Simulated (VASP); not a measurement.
Input of a VASP 6.6.1 run:

Contents of POSCAR:

```
CdH2O2
1.0
    3.4559293003      0.0000000000      0.0000000000
   -1.7279646502      2.9929227411      0.0000000000
    0.0000000000      0.0000000000      4.5642692351
Cd H O
1 2 2
Direct
    0.0000000000      0.0000000000      0.0000000000
    0.6666666667      0.3333333333      0.5509610000
    0.3333333333      0.6666666667      0.4490390000
    0.6666666667      0.3333333333      0.7593720000
    0.3333333333      0.6666666667      0.2406280000
```

Contents of INCAR.step1:

```
SYSTEM = CdH2O2
PREC = Accurate
ENCUT = 520
ISMEAR = 0
SIGMA = 0.01
LREAL = .False.
LASPH = .True.
NELM = 80
NBANDS = 21
GGA = PE
ALGO = Normal
EDIFF = 1E-4
LWAVE = .True.
LCHARG = .False.
```

Contents of INCAR.step2:

```
SYSTEM = CdH2O2
PREC = Accurate
ENCUT = 520
EDIFF = 1E-6
ISMEAR = 0
SIGMA = 0.01
LREAL = .False.
LASPH = .True.
NELM = 80
ALGO = Normal
ISIF = 2
LWAVE = .False.
LCHARG = .True.
METAGGA = R2SCAN
LMIXTAU = .True.
LELF = .True.
LVHAR = .True.
NBANDS = 21
ISTART = 1
```

File KPOINTS:

```
regular mesh
0
Gamma
  6 6 4
  0 0 0
```

Potentials or basis: VASP PAW PBE potentials, release 64 (Cd, H, O).

Run with:

```sh
$ cat potpaw_PBE.64/Cd/POTCAR potpaw_PBE.64/H/POTCAR potpaw_PBE.64/O/POTCAR > POTCAR
$ cp INCAR.step1 INCAR
$ mpirun -np 1 vasp_std > vasp.out
$ cp INCAR.step2 INCAR
$ mpirun -np 1 vasp_std > vasp.out
```

Estimate the largest force.

0.848 eV/Å.

What does it give for the pressure?

7.2 GPa.

Predict the band gap on the k mesh.

2.39 eV (least direct gap 2.75 eV).

Forces on the atoms (eV/Å):
```
Cd   0.000  0.000  0.000
H    0.000  0.000 -0.848
H    0.000  0.000  0.848
O    0.000  0.000  0.471
O    0.000  0.000 -0.471
```

Caveat: the cell stands under pressure; the PAW data sets were made with another functional, which shifts forces and pressure a little. A k mesh can miss the band edges.
